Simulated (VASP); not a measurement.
A run of VASP 6.6.1 is set up as follows.

INCAR

```
PREC = Accurate
ENCUT = 520
EDIFF = 1E-7
ISMEAR = 0
SIGMA = 0.02
LREAL = False
LASPH = True
NELM = 60
ALGO = Normal
ISIF = 2
LWAVE = False
LCHARG = False
GGA = CA
NBANDS = 26
```

File KPOINTS:

```
regular mesh
0
Gamma
  15 15 8
```

File POSCAR:

```
CdSe
1.0
    4.2474738303      0.0000000000      0.0000000000
   -2.1237369151      3.6784202389      0.0000000000
    0.0000000000      0.0000000000      6.9418469156
Cd Se
2 2
Direct
    0.6666666667      0.3333333333      0.5002621247
    0.3333333333      0.6666666667      1.0002621247
    0.6666666667      0.3333333333      0.8755978753
    0.3333333333      0.6666666667      0.3755978753
```

Potentials or basis: VASP PAW LDA potentials, release 64 (Cd, Se).

The run is started by

```console
$ cat potpaw_LDA.64/Cd/POTCAR potpaw_LDA.64/Se/POTCAR > POTCAR
$ mpirun -np 1 vasp_std > vasp.out
```

(1) What does it give for the pressure?

(2) Estimate the band gap on the k mesh.

Results:

(1) 0.5 GPa.

(2) 0.50 eV.

Caveat: an odd mesh through Γ misses points on the zone boundary, where band edges can lie.
